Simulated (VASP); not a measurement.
A run of VASP 6.6.1 is set up as follows.

Contents of INCAR:

```
  ALGO = Fast
  EDIFF = 1E-6
  ENCUT = 520
  GGA = PS
  ISIF = 2
  ISMEAR = -1
  LASPH = T
  LCHARG = F
  LREAL = F
  LWAVE = F
  NBANDS = 38
  NELM = 60
  PREC = Accurate
  SIGMA = 0.05
```

KPOINTS

```
k-points
0
Gamma
  11 11 3
```

POSCAR

```
Rh
1.0
    2.6917446234      0.0000000000      0.0000000000
   -1.3458723117      2.3311192244      0.0000000000
    0.0000000000      0.0000000000      8.7980701300
Rh
4
Direct
    0.6666666667      0.3333333333      0.7500000000
    0.0000000000      0.0000000000      0.5000000000
    0.3333333333      0.6666666667      0.2500000000
    0.0000000000      0.0000000000      0.0000000000
```

Potentials or basis: VASP PAW PBE potentials, release 64 (Rh_pv).

Launch:

```sh
$ cat potpaw_PBE.64/Rh_pv/POTCAR > POTCAR
$ mpirun -np 1 vasp_std > vasp.out
```

Question: What does it give for the pressure?

Answer: -5.5 GPa.

Question: Predict the band gap on the k mesh.

Answer: Zero (band 30 reaches 12.33 eV, above the bottom of band 31 at 10.70 eV).

Stress tensor (GPa, compression positive):
```
-4.98  0.00  0.00
 0.00 -4.98  0.00
 0.00  0.00 -6.68
```

Caveat: the PAW data sets were made with another functional, which shifts forces and pressure a little.
